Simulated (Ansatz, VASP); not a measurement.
Fe in VASP and in Ansatz

```xyz
2
Lattice="1.3749 -1.3749 1.3749 -1.3749 1.3749 1.3749 -2.7497 -2.7497 0.0000" Properties=species:S:1:pos:R:3 pbc="T T T"
Fe    0.0000    0.0000    0.0000
Fe   -1.3749   -1.3749    1.3749
```

Alike in both runs: task single point; functional LDA; k mesh 16 × 16 × 10; occupations gaussian, width 0.05 eV; collinear spin.

|  | VASP | Ansatz |
| --- | --- | --- |
| version | VASP 6.6.1 | Ansatz 0.2.0 |
| potentials or method | VASP PAW LDA potentials, release 64 (Fe), cutoff 520 eV | scalar-relativistic, plane waves, PAW |
| valence electrons in the cell | 16 | 32 |

Ansatz gave:

| Property | Result |
| --- | --- |
| gap on the k mesh at the Fermi level (eV) | none |
| pressure (GPa) | -5.3 |
| traceless stress, the component that is largest in VASP (GPa) | 9.51 |
| net moment per atom (μB) | 0.00 |
| size of the moment on the site where the two differ most (μB) | 1.54 |

Q: What did VASP give for the same quantities?

A: gap on the k mesh at the Fermi level (eV): none; pressure (GPa): -6.7; traceless stress, the component that is largest in VASP (GPa): 9.10; net moment per atom (μB): 0.00; size of the moment on the site where the two differ most (μB): 1.49.

LDA's correlation is that of Perdew and Zunger in VASP and of Perdew and Wang (1992) in Ansatz. Site moments also hang on the region over which each program counts them. A gap of «none» marks a metal or a gap that the smearing closes. VASP's potentials hold 16 valence electrons a cell and Ansatz's 32, so a difference there can come from the potentials and not from the codes.
